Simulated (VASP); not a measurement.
Here is a VASP 6.6.1 calculation.

File INCAR:

```
ALGO = Normal
EDIFF = 1E-6
ENCUT = 520
GGA = PE
ISIF = 2
ISMEAR = -1
LASPH = T
LCHARG = F
LREAL = F
LUSENCCL = F
LWAVE = F
NBANDS = 90
NELM = 100
PREC = Accurate
SIGMA = 0.15
```

The input KPOINTS:

```
k-points
0
Gamma
  2 2 2
```

File POSCAR:

```
Zn12Cu
1.0
    5.3200000000      0.0000000000      0.0000000000
   -3.9900000000      6.9108830000      0.0000000000
    0.0000000000      0.0000000000      4.9369600000
Zn Cu
12 1
Direct
   -0.1408117045      0.0159603339     -0.0477216749
    0.1456834784      0.1412120564      0.4037909969
    0.1114440956      0.4579154357      0.2420517890
    0.3532513745      0.6101246396      0.6673945100
   -0.1012452855      0.5830513988     -0.0479849948
    0.0997959199      0.8021840335      0.3948583744
    0.2387908013     -0.0776022398     -0.1694159969
    0.8154168958      0.2887764125      0.7059607532
    0.3636398893      0.3565825091     -0.0989880412
    0.5866585538      0.4418104025      0.4348627495
    0.6169913668      0.7067403688      0.1397216101
    0.6514153110      0.9467241740      0.4753329984
    0.5969097263      0.1700650988      0.1531104161
```

Potentials or basis: VASP PAW PBE potentials, release 64 (Zn, Cu).

Command:

```bash
$ cat potpaw_PBE.64/Zn/POTCAR potpaw_PBE.64/Cu/POTCAR > POTCAR
$ mpirun -np 1 vasp_std > vasp.out
```

(1) Estimate the band gap on the k mesh.

(2) Predict the pressure.

(3) Predict the largest force.

Answers

(1) zero (an odd number of electrons rules out a gap without spin polarisation).

(2) 12.5 GPa.

(3) 1.664 eV/Å.

Caveat: the k points lie up to 0.64 Å⁻¹ apart, too coarse for converged energies and pressures of a metal.
